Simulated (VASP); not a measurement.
# CoSi2 (MoSi2 type) (I4/mmm) in VASP: a series of runs

The runs below take CoSi2 (MoSi2 type) through relaxation of shape and atoms at fixed volume, with PBE.

Program: VASP 6.6.1. These are calculated values, not measurements. Logs are shortened: lines on timing, memory, paths and dates and some standing lists are left out, and cuts for length are marked.

## Step 1: The cell of the first run

The structure is tetragonal, space group I4/mmm (No. 139). The conventional cell has a = 3.069 Å, b = 3.069 Å, c = 6.748 Å, α = 90.00°, β = 90.00°, γ = 90.00°. Within 3.1 Å of Co (site symmetry 4/mmm) lie 10 Si at 2.26 to 2.44 Å and 4 Co at 3.07 Å. Within 3.1 Å of Si (site symmetry 4mm) lie 9 Si at 2.23 to 3.07 Å and 5 Co at 2.26 to 2.44 Å.

## Step 2: Relaxation of shape and atoms at fixed volume, PBE

INCAR

```
SYSTEM = CoSi2
PREC = Accurate
ENCUT = 600
EDIFF = 1E-7
ISMEAR = -1
SIGMA = 0.05
LREAL = .False.
LASPH = .True.
NELM = 100
ALGO = Normal
ISIF = 4
LWAVE = .False.
LCHARG = .False.
GGA = PE
IBRION = 2
NSW = 50
EDIFFG = -0.005
```

KPOINTS

```
Automatic mesh
0
Gamma
  14 14 14
  0 0 0
```

POSCAR

```
CoSi2
1.0
   -1.5343587279      1.5343587279      3.3738210831
    1.5343587279     -1.5343587279      3.3738210831
    1.5343587279      1.5343587279     -3.3738210831
Co Si
1 2
Direct
    0.0000000000      0.0000000000      0.0000000000
    0.3345954708      0.3345954708      0.0000000000
   -0.3345954708     -0.3345954708      0.0000000000
```

Potentials or basis: VASP PAW PBE potentials, release 64 (Co, Si).

Run with:

```bash
$ cat potpaw_PBE.64/Co/POTCAR potpaw_PBE.64/Si/POTCAR > POTCAR
$ mpirun -np 1 vasp_std > vasp.out
```

OUTCAR:

```text
SYSTEM = CoSi2
   PREC = Accurate
   ENCUT = 600
   EDIFF = 1E-7
   ISMEAR = -1
   LREAL = .False.
   LASPH = .True.
   NELM = 100
   ISIF = 4
   GGA = PE
   IBRION = 2
   NSW = 50
   EDIFFG = -0.005

 ion  position               nearest neighbor table
   1  0.000  0.000  0.000-   2 2.26   3 2.26   3 2.44   2 2.44   3 2.44   3 2.44   3 2.44   2 2.44
                             2 2.44   2 2.44
   2  0.335  0.335  0.000-   3 2.23   1 2.26   1 2.44   1 2.44   1 2.44   1 2.44   3 2.45   3 2.45
                             3 2.45   3 2.45
   3  0.665  0.665  0.000-   2 2.23   1 2.26   1 2.44   1 2.44   1 2.44   1 2.44   2 2.45   2 2.45
                             2 2.45   2 2.45

  LATTYP: Found a body centered tetragonal cell.
 ALAT       =     3.0687174558
 C/A-ratio  =     2.1988476500

  Lattice vectors:

 A1 = (  -1.5343587279,   1.5343587279,   3.3738210831)
 A2 = (   1.5343587279,  -1.5343587279,   3.3738210831)
 A3 = (   1.5343587279,   1.5343587279,  -3.3738210831)

Analysis of symmetry for initial positions (statically):
=====================================================================
 Subroutine PRICEL returns:
 Original cell was already a primitive cell.

 Routine SETGRP: Setting up the symmetry group for a
 body centered tetragonal supercell.

 Subroutine GETGRP returns: Found 16 space group operations
 (whereof 16 operations were pure point group operations)
 out of a pool of 16 trial point group operations.

The static configuration has the point symmetry D_4h.

Analysis of symmetry for dynamics (positions and initial velocities):
=====================================================================
 Subroutine PRICEL returns:
 Original cell was already a primitive cell.

 Routine SETGRP: Setting up the symmetry group for a
 body centered tetragonal supercell.

 Subroutine GETGRP returns: Found 16 space group operations
 (whereof 16 operations were pure point group operations)
 out of a pool of 16 trial point group operations.

The dynamic configuration has the point symmetry D_4h.

 Subroutine INISYM returns: Found 16 space group operations
 (whereof 16 operations are pure point group operations),
 and found     1 'primitive' translations

----------------------------------------------------------------------------------------

                                     Primitive cell

  volume of cell :      31.7714

  direct lattice vectors                    reciprocal lattice vectors
    -1.534358728  1.534358728  3.373821083     0.000000000  0.325869036  0.148199916
     1.534358728 -1.534358728  3.373821083     0.325869036  0.000000000  0.148199916
     1.534358728  1.534358728 -3.373821083     0.325869036  0.325869036  0.000000000

  length of vectors
     4.011381572  4.011381572  4.011381572     0.357985815  0.357985815  0.460848411

  position of ions in fractional coordinates (direct lattice)
     0.000000000  0.000000000  0.000000000
     0.334595471  0.334595471  0.000000000
     0.665404529  0.665404529  0.000000000

  ion indices of the primitive-cell ions
   primitive index   ion index
                 1           1
                 2           2
                 3           3

----------------------------------------------------------------------------------------

 KPOINTS: Automatic mesh

Automatic generation of k-mesh.
 Grid dimensions read from file:
 generate k-points for:   14   14   14

 Generating k-lattice:

  Cartesian coordinates                     Fractional coordinates (reciprocal lattice)
     0.000000000  0.023276360  0.010585708     0.071428571  0.000000000  0.000000000
     0.023276360  0.000000000  0.010585708     0.000000000  0.071428571  0.000000000
     0.023276360  0.023276360  0.000000000     0.000000000  0.000000000  0.071428571

  Length of vectors
     0.025570415  0.025570415  0.032917744

  Shift w.r.t. Gamma in fractional coordinates (k-lattice)
     0.000000000  0.000000000  0.000000000

 Subroutine IBZKPT returns following result:
 ===========================================

 Found    244 irreducible k-points:

 Following reciprocal coordinates:
            Coordinates               Weight
  0.000000  0.000000  0.000000      1.000000
  0.071429  0.000000  0.000000      8.000000
  0.142857  0.000000  0.000000      8.000000
  0.214286 -0.000000  0.000000      8.000000
  0.285714  0.000000  0.000000      8.000000
  0.357143 -0.000000  0.000000      8.000000
[... 16 lines left out ...]
  0.214286  0.142857  0.000000     16.000000
  0.285714  0.142857  0.000000     16.000000
 [... further k-points ...]
   k-points           NKPTS =    244   k-points in BZ     NKDIM =    244   number of bands    NBANDS=     12
   number of dos      NEDOS =    301   number of ions     NIONS =      3
   total plane-waves  NPLWV =  32768
   dimension x,y,z NGX =    32 NGY =   32 NGZ =   32
   dimension x,y,z NGXF=    64 NGYF=   64 NGZF=   64
   ions per type =               1   2
   NGX,Y,Z   is equivalent  to a cutoff of  13.26, 13.26, 13.26 a.u.
   NGXF,Y,Z  is equivalent  to a cutoff of  26.52, 26.52, 26.52 a.u.
 SYSTEM =  CoSi2
   PREC   = accura    normal or accurate (medium, high low for compatibility)
   ISTART =      0    job   : 0-new  1-cont  2-samecut
   ICHARG =      2    charge: 1-file 2-atom 10-const
   ISPIN  =      1    spin polarized calculation?
   LNONCOLLINEAR =      F non collinear calculations
   LSORBIT =      F    spin-orbit coupling
   LASPH  =      T    aspherical Exc in radial PAW
   ENCUT  =  600.0 eV  44.10 Ry    6.64 a.u.   8.01  8.01  8.01*2*pi/ulx,y,z
   NELM   =    100;   NELMIN=  2; NELMDL= -5     # of ELM steps
   EDIFF  = 0.1E-06   stopping-criterion for ELM
   LREAL  =      F    real-space projection
   EDIFFG = -.5E-02   stopping-criterion for IOM
   NSW    =     50    number of steps for IOM
   IBRION =      2    ionic relax: 0-MD 1-quasi-New 2-CG
   NFREE  =      1    steps in history (QN), initial steepest desc. (CG)
   ISIF   =      4    stress and relaxation
   ISYM   =      2    0-nonsym 1-usesym 2-fastsym
   POTIM  = 0.5000    time-step for ionic-motion
   TEBEG  =    0.0;   TEEND  =   0.0 temperature during run
   PSTRESS=    0.0 pullay stress
   NELECT =      17.0000    total number of electrons
   NUPDOWN=      -1.0000    fix difference up-down
   EMIN   =  10.00;   EMAX   =-10.00  energy-range for DOS
   EFERMI =   0.00;   METHOD = LEGACY
   ISMEAR =    -1;   SIGMA  =   0.05  broadening in eV -4-tet -1-fermi 0-gaus
   EFERMI_NEDOS =   21; number of points for ismear=-14 and -15
   IALGO  =     38    algorithm
   IMIX   =      4    mixing-type and parameters
     AMIX     =   0.40;   BMIX     =  1.00
     AMIX_MAG =   1.60;   BMIX_MAG =  1.00
  volume/ion in A,a.u.               =      10.59        71.47
  Fermi-wavevector in a.u.,A,eV,Ry     =   1.329064  2.511567 24.033478  1.766411
  Thomas-Fermi vector in A             =   2.458254
   LORBIT       =      0    0 simple, 1 ext, 2 COOP (PROOUT), +10 PAW based schemes
   GGA     = PE    functional components
   LHFCALC =     F    Hartree Fock is set to
   AEXX    =    0.0000 exact exchange contribution
   IVDW    =     0    specifies the selected vdW correction
   LEPSILON=     F    determine dielectric tensor
   LRPA    =     F    only Hartree local field effects (RPA)
 conjugate gradient relaxation of ions
 non-spin polarized calculation
  energy-cutoff  :      600.00
  volume of cell :       31.77
 maximum number of plane-waves:      1082
   NGX = 15   NGY = 15   NGZ = 15

--------------------------------------- Ionic step        1  -------------------------------------------

 number of electron      16.9999997 magnetization

 Free energy of the ion-electron system (eV)
  ---------------------------------------------------
  ext. energy  EPLUGINS =         0.00000000
  ---------------------------------------------------
  free energy    TOTEN  =       -17.87696427 eV

  energy without entropy =      -17.86926730  energy(sigma->0) =      -17.87311579

------------------------ aborting loop because EDIFF is reached ----------------------------------------

  FORCE on cell =-STRESS in cart. coord.  units (eV):
  Direction    XX          YY          ZZ          XY          YZ          ZX
  --------------------------------------------------------------------------------------
  -------------------------------------------------------------------------------------
  Total        5.3621727      5.3621727      7.1878642      0.0000000      0.0000000      0.0000000
  in kB      270.4055023    270.4055023    362.4721052      0.0000000      0.0000000      0.0000000
  external PRESSURE =     301.0943699 kB  Pullay stress =       0.0000000 kB
[... 133 lines left out ...]
  energy  without entropy=      -17.8819754504  energy(sigma->0) =      -17.88619162

--------------------------------------- Ionic step        5  -------------------------------------------

 number of electron      17.0000000 magnetization

 Free energy of the ion-electron system (eV)
  ---------------------------------------------------
  ext. energy  EPLUGINS =         0.00000000
  ---------------------------------------------------
  free energy    TOTEN  =       -17.89050575 eV

  energy without entropy =      -17.88203591  energy(sigma->0) =      -17.88627083

 E-fermi :  13.9313     XC(G=0): -12.8227

 val. band max:       13.9278864090   @ k =  -0.2143  -0.4286   0.0714
 cond. band min:      13.9360275836   @ k =  -0.1429  -0.2143   0.1429
 fundamental gap:      0.0081411747
 Fermi energy:        13.9312677577

 k-point     1 :       0.0000    0.0000    0.0000
  band No.  band energies     occupation
      1      -2.0040      2.00000
      2       7.1870      2.00000
      3      10.1343      2.00000
      4      10.1343      2.00000
      5      10.4553      2.00000
      6      10.8499      2.00000
      7      11.7891      2.00000
      8      14.3774      0.00027
      9      16.3185      0.00000
     10      16.3185      0.00000
     11      16.3931      0.00000
     12      16.3931      0.00000
[... 331 lines left out ...]
 k-point    24 :       0.2857    0.1429    0.0000
  band No.  band energies     occupation
      1       0.1058      2.00000
      2       5.7094      2.00000
      3       7.4498      2.00000
      4       9.7217      2.00000
      5      10.2200      2.00000
      6      10.5567      2.00000
      7      10.9205      2.00000
      8      12.8677      2.00000
      9      13.9687      0.64237
     10      15.2831      0.00000
     11      17.4255      0.00000
     12      18.7979      0.00000

 [... further k-points ...]

------------------------ aborting loop because EDIFF is reached ----------------------------------------

  FORCE on cell =-STRESS in cart. coord.  units (eV):
  Direction    XX          YY          ZZ          XY          YZ          ZX
  --------------------------------------------------------------------------------------
  -------------------------------------------------------------------------------------
  Total        5.7339579      5.7339579      5.7363831      0.0000000     -0.0000000      0.0000000
  in kB      289.1540153    289.1540153    289.2763155      0.0000000     -0.0000000      0.0000000
  external PRESSURE =     289.1947820 kB  Pullay stress =       0.0000000 kB
[... 18 lines left out ...]
  FREE ENERGIE OF THE ION-ELECTRON SYSTEM (eV)
  ---------------------------------------------------
  free  energy   TOTEN  =       -17.8905057549 eV

  energy  without entropy=      -17.8820359100  energy(sigma->0) =      -17.88627083

 reached required accuracy - stopping structural energy minimisation
```

Run time: 8.6 min. Hardware: 1 thread of Intel Xeon 8259CL, shared host; peak memory 0.28 GiB.

What came out:

| Quantity | Value |
| --- | --- |
| Free energy | -17.8905 eV |
| Energy gained by relaxing | 4.5 meV/atom |
| Ionic steps | 5 |
| Pressure after relaxing | 28.9 GPa |
| Band gap on the k mesh | zero (an odd number of electrons rules out a gap without spin polarisation) |

The path:
```csv
step,energy change (eV),largest force (eV/Å),pressure (GPa),volume (Å³)
1,0.0000,0.0159,30.11,31.77
2,-0.0119,0.1536,28.69,31.77
3,-0.0131,0.1161,29.00,31.77
4,-0.0134,0.0572,28.96,31.77
5,-0.0135,0.0005,28.92,31.77
```

Final structure:
```yaml
crystal:
  lattice:
    - [-1.52266, 1.52266, 3.42585]
    - [1.52266, -1.52266, 3.42585]
    - [1.52266, 1.52266, -3.42585]
  atoms:
    - { symbol: Co, position: [0.00000, 0.00000, 0.00000] }
    - { symbol: Si, position: [0.33503, 0.33503, 0.00000] }
    - { symbol: Si, position: [0.66497, 0.66497, 0.00000] }
```

Levels at points of the mesh, in eV from the Fermi level:
```tsv
k point	band 5	band 6	band 7	band 8	band 9	band 10	band 11	band 12
(0.00, 0.00, 0.00)	-3.48	-3.08	-2.14	0.45	2.39	2.39	2.46	2.46
(0.50, 0.00, 0.00)	-3.59	-3.49	-2.61	-1.27	0.86	2.69	4.10	4.48
(0.50, 0.50, 0.00)	-5.60	-3.54	-3.50	-1.26	-0.91	0.07	0.68	4.29
(0.50, 0.50, 0.50)	-2.49	-2.49	-2.06	-1.88	-1.88	3.59	3.62	8.79
```

Caveat: the run has no spin polarisation, though such a crystal can be magnetic.

[end of part 1 of 2]
